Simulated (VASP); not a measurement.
Mg3Al3Pd2, 8 atoms in the cell. The structure is cubic, space group Pm-3m (No. 221). The conventional cell has a = 5.451 Å, b = 5.451 Å, c = 5.451 Å, α = 90.00°, β = 90.00°, γ = 90.00°. Mg (site symmetry 4/mmm) has 4 Al at 2.73 Å and 2 Pd at 2.73 Å within 3.6 Å. Al (site symmetry 4/mmm) has 4 Mg at 2.73 Å and 2 Pd at 2.73 Å within 3.6 Å. Pd (site symmetry m-3m) has 6 Mg at 2.73 Å within 3.6 Å. Within 3.6 Å of Pd (site symmetry m-3m) lie 6 Al at 2.73 Å. The cell was generated, and may not be a known phase.

```yaml
Program: VASP 6.6.1
Task: relaxation of cell and atoms
Functional: PBE
Potentials_or_basis: VASP PAW PBE potentials, release 64 (Mg, Al, Pd)
Cutoff: 600 eV
k_mesh: 8 × 8 × 8
Occupations: gaussian, width 0.1 eV
Spin: no spin polarisation
Dipole_correction: no
Further_INCAR_settings: ALGO = Fast; EDIFF = 1e-07; IBRION = 2; EDIFFG = -0.01; NSW = 100; ISIF = 3
```

Potentials or basis: VASP PAW PBE potentials, release 64 (Mg, Al, Pd).

The run is started by

```console
$ cat potpaw_PBE.64/Mg/POTCAR potpaw_PBE.64/Al/POTCAR potpaw_PBE.64/Pd/POTCAR > POTCAR
$ mpirun -np 1 vasp_std > vasp.out
```

Hardware: 1 thread of Intel(R) Xeon(R) 6975P-C (Granite Rapids), with other jobs on the host.

Q: How long does it take, and how much memory?

A: Run time: 2.5 min on 1 thread of Intel(R) Xeon(R) 6975P-C (Granite Rapids), with other jobs on the host, peak memory 0.44 GiB. Counts: scf iterations 27, k points 35, ion steps 2.
